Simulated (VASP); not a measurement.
# SiO2 (I4/mmm) in VASP: single point with HSE06

Aim: the single point of SiO2 with HSE06.

Everything below comes from runs of VASP 6.6.1. Logs are shortened: lines on timing, memory, paths and dates and some standing lists are left out, and cuts for length are marked.

### 1 The cell of the first run

It takes space group I4/mmm (No. 139, tetragonal). The conventional cell has a = 3.202 Å, b = 3.202 Å, c = 4.697 Å, α = 90.00°, β = 90.00°, γ = 90.00°. Si (site symmetry 4/mmm) has 8 O at 1.99 Å within 2.6 Å. O (site symmetry -4m2) has 4 Si at 1.99 Å and 6 O at 2.26 to 2.35 Å within 2.6 Å.

### 2 Single point, HSE06 (uniaxial x strain +3.7%)

The input, POSCAR:

```
SiO2
1.0
    0.0000000000      2.2641691115      2.2641691115
    2.3483962024      0.0000000000      2.2641691115
    2.3483962024      2.2641691115      0.0000000000
Si O
1 2
Direct
    0.0000000000      0.0000000000      0.0000000000
    0.2500000000      0.2500000000      0.2500000000
    0.7500000000      0.7500000000      0.7500000000
```

The input, INCAR.step1:

```
SYSTEM = SiO2
PREC = Accurate
ENCUT = 520
EDIFF = 1E-5
ISMEAR = 0
SIGMA = 0.01
LREAL = .FALSE.
LASPH = .TRUE.
NELM = 80
ALGO = Normal
ISIF = 2
LWAVE = .TRUE.
LCHARG = .FALSE.
GGA = PE
NBANDS = 15
```

The input, INCAR.step2:

```
SYSTEM = SiO2
PREC = Accurate
ENCUT = 520
EDIFF = 1E-6
ISMEAR = 0
SIGMA = 0.01
LREAL = .FALSE.
LASPH = .TRUE.
NELM = 80
ALGO = Normal
ISIF = 2
LWAVE = .FALSE.
LCHARG = .FALSE.
GGA = PE
LHFCALC = .TRUE.
HFSCREEN = 0.2079
PRECFOCK = Normal
ISTART = 1
NBANDS = 15
```

The input, KPOINTS:

```
regular mesh
0
G
  6 6 6
  0 0 0
```

Potentials or basis: VASP PAW PBE potentials, release 64 (Si, O).

The run is started by

```bash
$ cat potpaw_PBE.64/Si/POTCAR potpaw_PBE.64/O/POTCAR > POTCAR
$ cp INCAR.step1 INCAR
$ mpirun -np 1 vasp_std > vasp.out
$ cp INCAR.step2 INCAR
$ mpirun -np 1 vasp_std > vasp.out
```

OUTCAR:

```text
SYSTEM = SiO2
   PREC = Accurate
   ENCUT = 520
   EDIFF = 1E-6
   ISMEAR = 0
   LREAL = .FALSE.
   LASPH = .TRUE.
   NELM = 80
   ISIF = 2
   GGA = PE
   LHFCALC = .TRUE.
   HFSCREEN = 0.2079
   PRECFOCK = Normal
   ISTART = 1

 ion  position               nearest neighbor table
   1  0.000  0.000  0.000-   3 1.99   3 1.99   3 1.99   2 1.99   3 1.99   2 1.99   2 1.99   2 1.99

   2  0.250  0.250  0.250-   1 1.99   1 1.99   1 1.99   1 1.99
   3  0.750  0.750  0.750-   1 1.99   1 1.99   1 1.99   1 1.99

  LATTYP: Found a body centered tetragonal cell.
 ALAT       =     3.2020186650
 C/A-ratio  =     1.4668223069

  Lattice vectors:

 A1 = (   2.3483962024,   0.0000000000,   2.2641691115)
 A2 = (   2.3483962024,   0.0000000000,  -2.2641691115)
 A3 = (  -2.3483962024,   2.2641691115,   0.0000000000)

Analysis of symmetry for initial positions (statically):
=====================================================================
 Subroutine PRICEL returns:
 Original cell was already a primitive cell.

 Routine SETGRP: Setting up the symmetry group for a
 body centered tetragonal supercell.

 Subroutine GETGRP returns: Found 16 space group operations
 (whereof 16 operations were pure point group operations)
 out of a pool of 16 trial point group operations.

The static configuration has the point symmetry D_4h.

Analysis of symmetry for dynamics (positions and initial velocities):
=====================================================================
 Subroutine PRICEL returns:
 Original cell was already a primitive cell.

 Routine SETGRP: Setting up the symmetry group for a
 body centered tetragonal supercell.

 Subroutine GETGRP returns: Found 16 space group operations
 (whereof 16 operations were pure point group operations)
 out of a pool of 16 trial point group operations.

The dynamic configuration has the point symmetry D_4h.

 Subroutine INISYM returns: Found 16 space group operations
 (whereof 16 operations are pure point group operations),
 and found     1 'primitive' translations

----------------------------------------------------------------------------------------

                                     Primitive cell

  volume of cell :      24.0779

  direct lattice vectors                    reciprocal lattice vectors
     0.000000000  2.264169112  2.264169112    -0.212911262  0.220831561  0.220831561
     2.348396202  0.000000000  2.264169112     0.212911262 -0.220831561  0.220831561
     2.348396202  2.264169112  0.000000000     0.212911262  0.220831561 -0.220831561

  length of vectors
     3.202018665  3.262119938  3.262119938     0.377974024  0.377974024  0.377974024

  position of ions in fractional coordinates (direct lattice)
     0.000000000  0.000000000  0.000000000
     0.250000000  0.250000000  0.250000000
     0.750000000  0.750000000  0.750000000

  ion indices of the primitive-cell ions
   primitive index   ion index
                 1           1
                 2           2
                 3           3

----------------------------------------------------------------------------------------

 KPOINTS: regular mesh

Automatic generation of k-mesh.
 Grid dimensions read from file:
 generate k-points for:    6    6    6

 Generating k-lattice:

  Cartesian coordinates                     Fractional coordinates (reciprocal lattice)
    -0.035485210  0.036805260  0.036805260     0.166666667 -0.000000000 -0.000000000
     0.035485210 -0.036805260  0.036805260     0.000000000  0.166666667  0.000000000
     0.035485210  0.036805260 -0.036805260     0.000000000  0.000000000  0.166666667

  Length of vectors
     0.062995671  0.062995671  0.062995671

  Shift w.r.t. Gamma in fractional coordinates (k-lattice)
     0.000000000  0.000000000  0.000000000

 Subroutine IBZKPT returns following result:
 ===========================================

 Found     30 irreducible k-points:

 Following reciprocal coordinates:
            Coordinates               Weight
  0.000000  0.000000  0.000000      1.000000
  0.166667  0.000000  0.000000      8.000000
  0.333333  0.000000  0.000000      8.000000
  0.500000 -0.000000 -0.000000      4.000000
  0.166667  0.166667  0.000000      4.000000
  0.333333  0.166667  0.000000     16.000000
[... 16 lines left out ...]
 -0.333333  0.500000  0.166667      4.000000
  0.333333 -0.333333  0.166667      8.000000
 [... further k-points ...]
   k-points           NKPTS =     30   k-points in BZ     NKDIM =    216   number of bands    NBANDS=     15
   number of dos      NEDOS =    301   number of ions     NIONS =      3
   total plane-waves  NPLWV =  13824
   dimension x,y,z NGX =    24 NGY =   24 NGZ =   24
   dimension x,y,z NGXF=    48 NGYF=   48 NGZF=   48
   ions per type =               1   2
   NGX,Y,Z   is equivalent  to a cutoff of  12.46, 12.23, 12.23 a.u.
   NGXF,Y,Z  is equivalent  to a cutoff of  24.92, 24.46, 24.46 a.u.
 SYSTEM =  SiO2
   PREC   = accura    normal or accurate (medium, high low for compatibility)
   ISTART =      1    job   : 0-new  1-cont  2-samecut
   ICHARG =      0    charge: 1-file 2-atom 10-const
   ISPIN  =      1    spin polarized calculation?
   LNONCOLLINEAR =      F non collinear calculations
   LSORBIT =      F    spin-orbit coupling
   LASPH  =      T    aspherical Exc in radial PAW
   ENCUT  =  520.0 eV  38.22 Ry    6.18 a.u.   5.95  6.07  6.07*2*pi/ulx,y,z
   NELM   =     80;   NELMIN=  2; NELMDL=  0     # of ELM steps
   EDIFF  = 0.1E-05   stopping-criterion for ELM
   LREAL  =      F    real-space projection
   EDIFFG = 0.1E-04   stopping-criterion for IOM
   NSW    =      0    number of steps for IOM
   IBRION =     -1    ionic relax: 0-MD 1-quasi-New 2-CG
   NFREE  =      0    steps in history (QN), initial steepest desc. (CG)
   ISIF   =      2    stress and relaxation
   ISYM   =      3    0-nonsym 1-usesym 2-fastsym
   POTIM  = 0.5000    time-step for ionic-motion
   TEBEG  =    0.0;   TEEND  =   0.0 temperature during run
   PSTRESS=    0.0 pullay stress
   NELECT =      16.0000    total number of electrons
   NUPDOWN=      -1.0000    fix difference up-down
   EMIN   =  10.00;   EMAX   =-10.00  energy-range for DOS
   EFERMI =   0.00;   METHOD = LEGACY
   ISMEAR =     0;   SIGMA  =   0.01  broadening in eV -4-tet -1-fermi 0-gaus
   EFERMI_NEDOS =   21; number of points for ismear=-14 and -15
   IALGO  =     38    algorithm
   IMIX   =      1    mixing-type and parameters
     AMIX     =   0.40;   BMIX     =  1.00
     AMIX_MAG =   1.60;   BMIX_MAG =  1.00
  volume/ion in A,a.u.               =       8.03        54.16
  Fermi-wavevector in a.u.,A,eV,Ry     =   1.428593  2.699649 27.767823  2.040877
  Thomas-Fermi vector in A             =   2.548638
   LORBIT       =      0    0 simple, 1 ext, 2 COOP (PROOUT), +10 PAW based schemes
   GGA     = PE    functional components
   LHFCALC =     T    Hartree Fock is set to
   PRECFOCK=normal    Normal, Fast or Accurate (Low or Medium for compatibility)
   ENCUT4O =  -1.0   cutoff for four orbital integrals eV
   NKREDX  =     1    reduce k-point grid by
   NKREDY  =     1    reduce k-point grid by
   NKREDZ  =     1    reduce k-point grid by
   AEXX    =    0.2500 exact exchange contribution
   HFSCREEN=    0.2079 screening length (either q_TF or 0.3 A-1)
   HFSCREENC=   0.2079 screening length for correlation (either q_TF or 0.3 A-1)
   ENCUTFOCK=  -1.0 apply spherical cutoff to Coloumb kernel
   IVDW    =     0    specifies the selected vdW correction
   LEPSILON=     F    determine dielectric tensor
   LRPA    =     F    only Hartree local field effects (RPA)
 non-spin polarized calculation
 Gauss-broadening in eV      SIGMA  =   0.01
  energy-cutoff  :      520.00
  volume of cell :       24.08
 maximum number of plane-waves:       660
  NGX = 18; NGY = 20; NGZ = 20

 number of electron      16.0000008 magnetization

 Free energy of the ion-electron system (eV)
  ---------------------------------------------------
  ext. energy  EPLUGINS =         0.00000000
  ---------------------------------------------------
  free energy    TOTEN  =       -24.90120826 eV

  energy without entropy =      -24.90120826  energy(sigma->0) =      -24.90120826

 E-fermi :   8.2880     XC(G=0): -10.0064

 val. band max:        8.2050793454   @ k =   0.5000   0.5000   0.0000
 cond. band min:      11.1738413596   @ k =   0.0000   0.0000   0.0000
 fundamental gap:      2.9687620142
 Fermi energy:         8.2879695786

 k-point     1 :       0.0000    0.0000    0.0000
  band No.  band energies     occupation
      1     -16.4054      2.00000
      2      -9.5892      2.00000
      3       1.9865      2.00000
      4       1.9865      2.00000
      5       2.2420      2.00000
      6       5.1216      2.00000
      7       5.9700      2.00000
      8       5.9700      2.00000
      9      11.1738      0.00000
     10      15.4797      0.00000
     11      15.4797      0.00000
     12      15.7780      0.00000
     13      21.8128      0.00000
     14      22.7830      0.00000
     15      24.4281      0.00000

 k-point     2 :       0.1667    0.0000    0.0000
  band No.  band energies     occupation
      1     -16.0025      2.00000
      2     -10.0832      2.00000
      3       1.7106      2.00000
      4       2.0509      2.00000
      5       2.1580      2.00000
      6       4.2917      2.00000
      7       5.1462      2.00000
      8       5.4540      2.00000
      9      12.8344      0.00000
     10      15.8612      0.00000
     11      16.2070      0.00000
     12      16.4962      0.00000
     13      22.6133      0.00000
     14      23.4376      0.00000
     15      25.7757      0.00000
[... 365 lines left out ...]
      3      -3.3603      2.00000
      4      -1.1816      2.00000
      5       1.1628      2.00000
      6       5.0728      2.00000
      7       6.8415      2.00000
      8       7.9621      2.00000
      9      13.2440      0.00000
     10      18.8724      0.00000
     11      19.3758      0.00000
     12      21.6891      0.00000
     13      22.5512      0.00000
     14      26.0714      0.00000
     15      28.4730      0.00000

 k-point    24 :       0.3333   -0.3333    0.1667
  band No.  band energies     occupation
      1     -12.8454      2.00000
      2     -12.7873      2.00000
      3      -2.5102      2.00000
      4      -0.8909      2.00000
      5       2.6347      2.00000
      6       2.6555      2.00000
      7       6.8799      2.00000
      8       7.3022      2.00000
      9      14.3221      0.00000
     10      17.9077      0.00000
     11      20.1658      0.00000
     12      20.5753      0.00000
     13      22.2653      0.00000
     14      25.5844      0.00000
     15      29.7781      0.00000

 [... further k-points ...]

------------------------ aborting loop because EDIFF is reached ----------------------------------------

  FORCE on cell =-STRESS in cart. coord.  units (eV):
  Direction    XX          YY          ZZ          XY          YZ          ZX
  --------------------------------------------------------------------------------------
  -------------------------------------------------------------------------------------
  Total       -5.8762210     -0.1665104     -0.1665104      0.0000000      0.0000000      0.0000000
  in kB     -391.0115738    -11.0798252    -11.0798252      0.0000000      0.0000000      0.0000000
  external PRESSURE =    -137.7237414 kB  Pullay stress =       0.0000000 kB

 VOLUME and BASIS-vectors are now :
 -----------------------------------------------------------------------------
  energy-cutoff  :      520.00
  volume of cell :       24.08
      direct lattice vectors                 reciprocal lattice vectors
     0.000000000  2.264169112  2.264169112    -0.212911262  0.220831561  0.220831561
     2.348396202  0.000000000  2.264169112     0.212911262 -0.220831561  0.220831561
     2.348396202  2.264169112  0.000000000     0.212911262  0.220831561 -0.220831561

 POSITION                                       TOTAL-FORCE (eV/Angst)
 -----------------------------------------------------------------------------------
      0.00000      0.00000      0.00000         0.000000      0.000000      0.000000
      1.17420      1.13208      1.13208        -0.000000      0.000000      0.000000
      3.52259      3.39625      3.39625        -0.000000     -0.000000     -0.000000
 -----------------------------------------------------------------------------------
    total drift:                                0.000126     -0.000005     -0.000006

  FREE ENERGIE OF THE ION-ELECTRON SYSTEM (eV)
  ---------------------------------------------------
  free  energy   TOTEN  =       -24.9012082635 eV

  energy  without entropy=      -24.9012082635  energy(sigma->0) =      -24.90120826
```

Run time: 63 min. Hardware: 1 thread of AMD EPYC 7R43 (Zen 3), shared host; peak memory 0.21 GiB.

What came out:

```yaml
Free_energy: -24.9012 eV
Pressure: -13.8 GPa
Band_gap_on_the_k_mesh: 2.97 eV (least direct gap 3.10 eV)
```

Caveat: the cell differs from its parent crystal (uniaxial x strain +3.7%); the stress differs along the axes, from -39 to -1 GPa; the structure was generated, so it needn't be the stable form of SiO2; the PAW data sets were made with another functional, which shifts forces and pressure a little.
